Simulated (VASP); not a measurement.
# MoS2 in VASP: a series of runs

Aim: see how the results for MoS2 move with the level of theory and the settings. Levels: LDA, PBEsol. Tasks: single point, relaxation of cell and atoms.

Everything below comes from runs of VASP 6.6.1. Logs are shortened: lines on timing, memory, paths and dates and some standing lists are left out, and cuts for length are marked.

### Step 1. The cell of the first run

The cell holds a slab with vacuum, 6 atoms: a = 3.141 Å, b = 3.141 Å, c = 21.568 Å, α = 90.00°, β = 90.00°, γ = 120.00°.

### Step 2. Single point, LDA

Input file INCAR:

```
SYSTEM = MoS2
ALGO = Fast ; EDIFF = 1E-7
ENCUT = 520 ; ISIF = 2
ISMEAR = 1 ; LASPH = .True.
LCHARG = .False. ; LREAL = .False.
LWAVE = .False. ; NBANDS = 35
NELM = 100 ; PREC = Accurate
SIGMA = 0.1
```

Input file KPOINTS:

```
k-points
0
Gamma
  11 11 2
  0 0 0
```

Input file POSCAR:

```
MoS2
1.0
    3.1409312235      0.0000000000      0.0000000000
   -1.5704656117      2.7201262311      0.0000000000
    0.0000000000      0.0000000000     21.5681590773
Mo S
2 4
Direct
    0.6666666667      0.3333333333      0.1457506675
    0.3333333333      0.6666666667      0.8542493325
    0.3333333333      0.6666666667      0.2179898711
    0.6666666667      0.3333333333      0.9265543918
    0.3333333333      0.6666666667      0.0734456082
    0.6666666667      0.3333333333      0.7820101289
```

Potentials or basis: VASP PAW LDA potentials, release 64 (Mo_sv, S).

Started as:

```sh
$ cat potpaw_LDA.64/Mo_sv/POTCAR potpaw_LDA.64/S/POTCAR > POTCAR
$ mpirun -np 1 vasp_std > vasp.out
```

OUTCAR:

```text
SYSTEM = MoS2
   EDIFF = 1E-7
   ENCUT = 520
   ISIF = 2
   ISMEAR = 1
   LASPH = .True.
   LREAL = .False.
   NELM = 100
   PREC = Accurate

 ion  position               nearest neighbor table
   1  0.667  0.333  0.146-   3 2.39   3 2.39   3 2.39   5 2.39   5 2.39   5 2.39
   2  0.333  0.667  0.854-   6 2.39   6 2.39   6 2.39   4 2.39   4 2.39   4 2.39
   3  0.333  0.667  0.218-   1 2.39   1 2.39   1 2.39
   4  0.667  0.333  0.927-   2 2.39   2 2.39   2 2.39
   5  0.333  0.667  0.073-   1 2.39   1 2.39   1 2.39
   6  0.667  0.333  0.782-   2 2.39   2 2.39   2 2.39

  LATTYP: Found a hexagonal cell.
 ALAT       =     3.1409312235
 C/A-ratio  =     6.8668039962

  Lattice vectors:

 A1 = (   3.1409312235,   0.0000000000,   0.0000000000)
 A2 = (  -1.5704656117,   2.7201262311,   0.0000000000)
 A3 = (   0.0000000000,   0.0000000000,  21.5681590773)

Analysis of symmetry for initial positions (statically):
=====================================================================
 Subroutine PRICEL returns:
 Original cell was already a primitive cell.

 Routine SETGRP: Setting up the symmetry group for a
 hexagonal supercell.

 Subroutine GETGRP returns: Found 12 space group operations
 (whereof 12 operations were pure point group operations)
 out of a pool of 24 trial point group operations.

The static configuration has the point symmetry D_3d.

Analysis of symmetry for dynamics (positions and initial velocities):
=====================================================================
 Subroutine PRICEL returns:
 Original cell was already a primitive cell.

 Routine SETGRP: Setting up the symmetry group for a
 hexagonal supercell.

 Subroutine GETGRP returns: Found 12 space group operations
 (whereof 12 operations were pure point group operations)
 out of a pool of 24 trial point group operations.

The dynamic configuration has the point symmetry D_3d.

 Subroutine INISYM returns: Found 12 space group operations
 (whereof 12 operations are pure point group operations),
 and found     1 'primitive' translations

----------------------------------------------------------------------------------------

                                     Primitive cell

  volume of cell :     184.2725

  direct lattice vectors                    reciprocal lattice vectors
     3.140931223  0.000000000  0.000000000     0.318376917  0.183814999  0.000000000
    -1.570465612  2.720126231  0.000000000     0.000000000  0.367629998  0.000000000
     0.000000000  0.000000000 21.568159077     0.000000000  0.000000000  0.046364643

  length of vectors
     3.140931223  3.140931223 21.568159077     0.367629998  0.367629998  0.046364643

  position of ions in fractional coordinates (direct lattice)
     0.666666667  0.333333333  0.145750668
     0.333333333  0.666666667  0.854249332
     0.333333333  0.666666667  0.217989871
     0.666666667  0.333333333  0.926554392
     0.333333333  0.666666667  0.073445608
     0.666666667  0.333333333  0.782010129

  ion indices of the primitive-cell ions
   primitive index   ion index
                 1           1
                 2           2
                 3           3
                 4           4
                 5           5
                 6           6

----------------------------------------------------------------------------------------

 KPOINTS: k-points

Automatic generation of k-mesh.
 Grid dimensions read from file:
 generate k-points for:   11   11    2

 Generating k-lattice:

  Cartesian coordinates                     Fractional coordinates (reciprocal lattice)
     0.028943356  0.016710454  0.000000000     0.090909091  0.000000000  0.000000000
     0.000000000  0.033420909  0.000000000     0.000000000  0.090909091  0.000000000
     0.000000000  0.000000000  0.023182322     0.000000000  0.000000000  0.500000000

  Length of vectors
     0.033420909  0.033420909  0.023182322

  Shift w.r.t. Gamma in fractional coordinates (k-lattice)
     0.000000000  0.000000000  0.000000000

 Subroutine IBZKPT returns following result:
 ===========================================

 Found     32 irreducible k-points:

 Following reciprocal coordinates:
            Coordinates               Weight
  0.000000  0.000000  0.000000      1.000000
  0.090909 -0.000000  0.000000      6.000000
  0.181818 -0.000000  0.000000      6.000000
  0.272727  0.000000  0.000000      6.000000
  0.363636 -0.000000  0.000000      6.000000
  0.454545  0.000000  0.000000      6.000000
[... 16 lines left out ...]
  0.090909  0.090909  0.500000      6.000000
  0.181818  0.090909  0.500000     12.000000
 [... further k-points ...]
   k-points           NKPTS =     32   k-points in BZ     NKDIM =     32   number of bands    NBANDS=     35
   number of dos      NEDOS =    301   number of ions     NIONS =      6
   total plane-waves  NPLWV =  92160
   dimension x,y,z NGX =    24 NGY =   24 NGZ =  160
   dimension x,y,z NGXF=    48 NGYF=   48 NGZF=  320
   ions per type =               2   4
   NGX,Y,Z   is equivalent  to a cutoff of  12.70, 12.70, 12.33 a.u.
   NGXF,Y,Z  is equivalent  to a cutoff of  25.41, 25.41, 24.67 a.u.
 SYSTEM =  MoS2
   PREC   = accura    normal or accurate (medium, high low for compatibility)
   ISTART =      0    job   : 0-new  1-cont  2-samecut
   ICHARG =      2    charge: 1-file 2-atom 10-const
   ISPIN  =      1    spin polarized calculation?
   LNONCOLLINEAR =      F non collinear calculations
   LSORBIT =      F    spin-orbit coupling
   LASPH  =      T    aspherical Exc in radial PAW
   ENCUT  =  520.0 eV  38.22 Ry    6.18 a.u.   5.84  5.84 40.10*2*pi/ulx,y,z
   NELM   =    100;   NELMIN=  2; NELMDL= -5     # of ELM steps
   EDIFF  = 0.1E-06   stopping-criterion for ELM
   LREAL  =      F    real-space projection
   EDIFFG = 0.1E-05   stopping-criterion for IOM
   NSW    =      0    number of steps for IOM
   IBRION =     -1    ionic relax: 0-MD 1-quasi-New 2-CG
   NFREE  =      0    steps in history (QN), initial steepest desc. (CG)
   ISIF   =      2    stress and relaxation
   ISYM   =      2    0-nonsym 1-usesym 2-fastsym
   POTIM  = 0.5000    time-step for ionic-motion
   TEBEG  =    0.0;   TEEND  =   0.0 temperature during run
   PSTRESS=    0.0 pullay stress
   NELECT =      52.0000    total number of electrons
   NUPDOWN=      -1.0000    fix difference up-down
   EMIN   =  10.00;   EMAX   =-10.00  energy-range for DOS
   EFERMI =   0.00;   METHOD = LEGACY
   ISMEAR =     1;   SIGMA  =   0.10  broadening in eV -4-tet -1-fermi 0-gaus
   EFERMI_NEDOS =   21; number of points for ismear=-14 and -15
   IALGO  =     68    algorithm
   IMIX   =      4    mixing-type and parameters
     AMIX     =   0.40;   BMIX     =  1.00
     AMIX_MAG =   1.60;   BMIX_MAG =  1.00
  volume/ion in A,a.u.               =      30.71       207.26
  Fermi-wavevector in a.u.,A,eV,Ry     =   1.073798  2.029183 15.688079  1.153041
  Thomas-Fermi vector in A             =   2.209607
   LORBIT       =      0    0 simple, 1 ext, 2 COOP (PROOUT), +10 PAW based schemes
   GGA     = CA    functional components
   LHFCALC =     F    Hartree Fock is set to
   AEXX    =    0.0000 exact exchange contribution
   IVDW    =     0    specifies the selected vdW correction
   LEPSILON=     F    determine dielectric tensor
   LRPA    =     F    only Hartree local field effects (RPA)
 non-spin polarized calculation
 RMM-DIIS sequential band-by-band and
 Methfessel and Paxton  Order N= 1 SIGMA  =   0.10
  energy-cutoff  :      520.00
  volume of cell :      184.27
 maximum number of plane-waves:      4992
 NGX is ok and might be reduce to    24
   NGX = 11   NGY = 11   NGZ = 81

 number of electron      52.0000002 magnetization

 Free energy of the ion-electron system (eV)
  ---------------------------------------------------
  ext. energy  EPLUGINS =         0.00000000
  ---------------------------------------------------
  free energy    TOTEN  =       -48.82420226 eV

  energy without entropy =      -48.82434235  energy(sigma->0) =      -48.82424895

 E-fermi :   1.7389     XC(G=0):  -6.8764

 val. band max:        1.6676164674   @ k =   0.0000   0.0000   0.5000
 cond. band min:       3.0259306003   @ k =   0.1818   0.1818   0.0000
 fundamental gap:      1.3583141330
 Fermi energy:         1.7389239063

 k-point     1 :       0.0000    0.0000    0.0000
  band No.  band energies     occupation
      1     -59.1451      2.00000
      2     -59.1451      2.00000
      3     -33.5218      2.00000
      4     -33.5217      2.00000
      5     -33.2517      2.00000
      6     -33.2517      2.00000
[... 27 lines left out ...]
     34       4.4842      0.00000
     35       7.3159      0.00000

 k-point     2 :       0.0909   -0.0000    0.0000
  band No.  band energies     occupation
      1     -59.1414      2.00000
      2     -59.1414      2.00000
      3     -33.5148      2.00000
      4     -33.5147      2.00000
      5     -33.2873      2.00000
      6     -33.2873      2.00000
[... 27 lines left out ...]
     34       4.4200      0.00000
     35       7.1728      0.00000

 k-point     3 :       0.1818   -0.0000    0.0000
  band No.  band energies     occupation
      1     -59.1316      2.00000
      2     -59.1316      2.00000
      3     -33.4959      2.00000
      4     -33.4959      2.00000
      5     -33.3820      2.00000
      6     -33.3820      2.00000
[... 27 lines left out ...]
     34       4.9151      0.00000
     35       7.5543      0.00000
[... 723 lines left out ...]
 k-point    23 :       0.0909    0.0909    0.5000
  band No.  band energies     occupation
      1     -59.1347      2.00000
      2     -59.1347      2.00000
      3     -33.5018      2.00000
      4     -33.5018      2.00000
      5     -33.3503      2.00000
      6     -33.3503      2.00000
[... 27 lines left out ...]
     34       4.8408      0.00000
     35       7.4107      0.00000

 k-point    24 :       0.1818    0.0909    0.5000
  band No.  band energies     occupation
      1     -59.1233      2.00000
      2     -59.1233      2.00000
      3     -33.4800      2.00000
      4     -33.4800      2.00000
      5     -33.4532      2.00000
      6     -33.4532      2.00000
[... 27 lines left out ...]
     34       5.4021      0.00000
     35       8.0217      0.00000

 [... further k-points ...]
[... 5 lines left out ...]
  --------------------------------------------------------------------------------------
  -------------------------------------------------------------------------------------
  Total       -1.6672274     -1.6672274     -1.7483824     -0.0000000      0.0000000      0.0000000
  in kB      -14.4958892    -14.4958892    -15.2015004     -0.0000000      0.0000000      0.0000000
  external PRESSURE =     -14.7310929 kB  Pullay stress =       0.0000000 kB

 VOLUME and BASIS-vectors are now :
 -----------------------------------------------------------------------------
  energy-cutoff  :      520.00
  volume of cell :      184.27
      direct lattice vectors                 reciprocal lattice vectors
     3.140931223  0.000000000  0.000000000     0.318376917  0.183814999  0.000000000
    -1.570465612  2.720126231  0.000000000     0.000000000  0.367629998  0.000000000
     0.000000000  0.000000000 21.568159077     0.000000000  0.000000000  0.046364643

 POSITION                                       TOTAL-FORCE (eV/Angst)
 -----------------------------------------------------------------------------------
      1.57047      0.90671      3.14357         0.000000     -0.000000     -0.001558
     -0.00000      1.81342     18.42459        -0.000000      0.000000      0.001558
     -0.00000      1.81342      4.70164        -0.000000     -0.000000     -0.234147
      1.57047      0.90671     19.98407        -0.000000      0.000000     -0.162866
     -0.00000      1.81342      1.58409         0.000000      0.000000      0.162866
      1.57047      0.90671     16.86652         0.000000      0.000000      0.234147
 -----------------------------------------------------------------------------------
    total drift:                                0.000000     -0.000000     -0.000000

  FREE ENERGIE OF THE ION-ELECTRON SYSTEM (eV)
  ---------------------------------------------------
  free  energy   TOTEN  =       -48.8242022554 eV

  energy  without entropy=      -48.8243423493  energy(sigma->0) =      -48.82424895
```

It took 1.8 min on 1 thread of Intel Xeon 6975P-C (Granite Rapids), shared host; peak memory 0.33 GiB.

Results:

| Quantity | Value |
| --- | --- |
| Free energy | -48.8242 eV |
| Largest force | 0.234 eV/Å |
| Band gap on the k mesh | 1.36 eV (least direct gap 1.95 eV) |

Forces in eV/Å, atoms in the order of the input:
```
Mo   0.000  0.000 -0.002
Mo   0.000  0.000  0.002
S    0.000  0.000 -0.234
S    0.000  0.000 -0.163
S    0.000  0.000  0.163
S    0.000  0.000  0.234
```

### Step 3. Single point, PBEsol

Input file INCAR:

```
  PREC = Accurate
  ENCUT = 520
  EDIFF = 1E-6
  ISMEAR = 1
  SIGMA = 0.1
  LREAL = False
  LASPH = True
  NELM = 100
  ALGO = Fast
  ISIF = 2
  LWAVE = False
  LCHARG = False
  GGA = PS
  NBANDS = 35
```

Input file KPOINTS:

```
Automatic mesh
0
Gamma
  8 8 1
```

POSCAR is that of step 2.

Potentials or basis: VASP PAW PBE potentials, release 64 (Mo_sv, S).

Started as:

```sh
$ cat potpaw_PBE.64/Mo_sv/POTCAR potpaw_PBE.64/S/POTCAR > POTCAR
$ mpirun -np 1 vasp_std > vasp.out
```

It took 38 s on 1 thread of Intel Xeon 6975P-C (Granite Rapids), shared host; peak memory 0.31 GiB.

The run converged. Its results:

* Free energy: -46.8774 eV
* Band gap on the k mesh: 1.49 eV (least direct gap 2.08 eV)

Levels at points of the mesh, in eV from the valence-band top:
| k point | band 24 | band 25 | band 26 | band 27 | band 28 | band 29 |
| --- | --- | --- | --- | --- | --- | --- |
| (0.00, 0.00, 0.00) | -1.75 | -0.63 | 0.00 | 2.52 | 2.52 | 2.53 |
| (0.50, 0.00, 0.00) | -1.21 | -1.05 | -1.02 | 2.04 | 2.05 | 2.49 |

Caveat: the PAW data sets were made with another functional, which shifts forces and pressure a little.

### Step 4. Relaxation of cell and atoms, PBEsol

This run uses another cell than the first one.

Input file INCAR:

```
SYSTEM = MoS2
PREC = Accurate
ENCUT = 600
EDIFF = 1E-7
ISMEAR = 1
SIGMA = 0.1
LREAL = .False.
LASPH = .True.
NELM = 100
ALGO = Fast
ISIF = 3
LWAVE = .False.
LCHARG = .False.
GGA = PS
IBRION = 2
NSW = 60
EDIFFG = -0.01
```

Input file KPOINTS:

```
Automatic mesh
0
Gamma
  8 8 1
  0 0 0
```

Input file POSCAR:

```
MoS2
1.0
    3.1845400000      0.0000000000      0.0000000000
   -1.5922700000      2.7578900000      0.0000000000
    0.0000000000      0.0000000000     21.6705300000
Mo S
2 4
Direct
    0.6666666667      0.3333333333      0.1488400000
    0.3333333333      0.6666666667      0.8511600000
    0.3333333333      0.6666666667      0.2203700000
    0.6666666667      0.3333333333      0.9227500000
    0.3333333333      0.6666666667      0.0772500000
    0.6666666667      0.3333333333      0.7796300000
```

Started as:

```sh
$ cat potpaw_PBE.64/Mo_sv/POTCAR potpaw_PBE.64/S/POTCAR > POTCAR
$ mpirun -np 1 vasp_std > vasp.out
```

It took 16 min on 1 thread of Intel Xeon 6975P-C (Granite Rapids), shared host; peak memory 0.43 GiB.

It converged, with:

```yaml
Free_energy: -46.8812 eV
Relaxed_cell: a = 3.141 Å, b = 3.141 Å, c = 21.231 Å, α = 90.00°, β = 90.00°, γ = 120.00°
Space_group_after_relaxing_to_0.1_Å: P-3m1 (No. 164)
Energy_gained_by_relaxing: 6.6 meV/atom
Ionic_steps: 27
Largest_force_after_relaxing: 0.007 eV/Å
Band_gap_on_the_k_mesh: 1.49 eV (least direct gap 2.08 eV)
```

Forces in eV/Å, atoms in the order of the input:
```
Mo   0.000  0.000  0.002
Mo   0.000  0.000 -0.002
S    0.000  0.000  0.005
S    0.000  0.000  0.007
S    0.000  0.000 -0.007
S    0.000  0.000 -0.005
```

The path:
```
step  energy change (eV)  largest force (eV/Å)  pressure (GPa)  volume (Å³)
   1              0.0000                0.1290           -1.83       190.32
   2              0.0278                0.7341            3.25       180.48
   3             -0.0294                0.2239            0.15       186.13
   4             -0.0360                0.0629           -0.09       185.44
   5             -0.0368                0.0204           -0.03       185.62
   6             -0.0368                0.0246           -0.03       185.63
   7             -0.0369                0.0269            0.00       185.50
   8             -0.0371                0.0345            0.07       185.11
   9             -0.0372                0.0652            0.22       184.33
  10             -0.0372                0.0650            0.22       184.32
  11             -0.0373                0.0645            0.22       184.29
  12             -0.0373                0.0632            0.22       184.23
  13             -0.0374                0.0606            0.22       184.10
  14             -0.0377                0.0557            0.21       183.85
  15             -0.0380                0.0461            0.20       183.34
  16             -0.0386                0.0396            0.18       182.34
  17             -0.0386                0.0550            0.15       180.32
  18             -0.0387                0.0424            0.17       181.44
  19             -0.0392                0.0245            0.06       181.51
  20             -0.0395                0.0493           -0.12       181.64
  21             -0.0395                0.0421           -0.09       181.61
  22             -0.0396                0.0152           -0.03       181.50
  23             -0.0396                0.0146           -0.01       181.45
  24             -0.0396                0.0146            0.00       181.45
  25             -0.0396                0.0145            0.00       181.44
  26             -0.0396                0.0146            0.00       181.45
  27             -0.0397                0.0070           -0.01       181.44
```

Final structure:
```
Mo S
1.0
     3.14133    0.00000    0.00000
    -1.57067    2.72047    0.00000
     0.00000    0.00000   21.23078
Mo S
2 4
Direct
  0.66667 0.33333 0.14820
  0.33333 0.66667 0.85180
  0.33333 0.66667 0.22157
  0.66667 0.33333 0.92523
  0.33333 0.66667 0.07477
  0.66667 0.33333 0.77843
```

Levels at points of the mesh, in eV from the valence-band top:
```csv
k point,band 23,band 24,band 25,band 26,band 27,band 28,band 29,band 30
"(0.00, 0.00, 0.00)",-1.82,-1.75,-0.62,0.00,2.52,2.52,2.53,2.53
"(0.50, 0.00, 0.00)",-1.29,-1.22,-1.05,-1.01,2.04,2.05,2.49,2.62
```

Caveat: the PAW data sets were made with another functional, which shifts forces and pressure a little.

### Step 5. Summary

```tsv
task	level	potentials or basis	cell	k mesh	cutoff (eV)	gap on the mesh (eV)	largest force (eV/Å)
single point	LDA	VASP PAW LDA potentials, release 64 (Mo_sv, S)	a = 3.141, b = 3.141, c = 21.568 Å, angles 90.0, 90.0, 120.0°, 6 atoms, atomic positions A	11 × 11 × 2	520	1.36	0.23
single point	PBEsol	VASP PAW PBE potentials, release 64 (Mo_sv, S)	a = 3.141, b = 3.141, c = 21.568 Å, angles 90.0, 90.0, 120.0°, 6 atoms, atomic positions A	8 × 8 × 1	520	1.49	-
relaxation of cell and atoms	PBEsol	VASP PAW PBE potentials, release 64 (Mo_sv, S)	relaxed from a = 3.185, b = 3.185, c = 21.671 Å, angles 90.0, 90.0, 120.0°, 6 atoms, atomic positions B	8 × 8 × 1	600	1.49	0.01
```

Alike in all rows: no spin polarisation; smearing methfessel-paxton 0.1 eV.

Caveats: the PAW data sets were made with another functional, which shifts forces and pressure a little (at least some runs).

Total energies depend on the potentials used, so only differences within one code and one set of settings carry meaning.
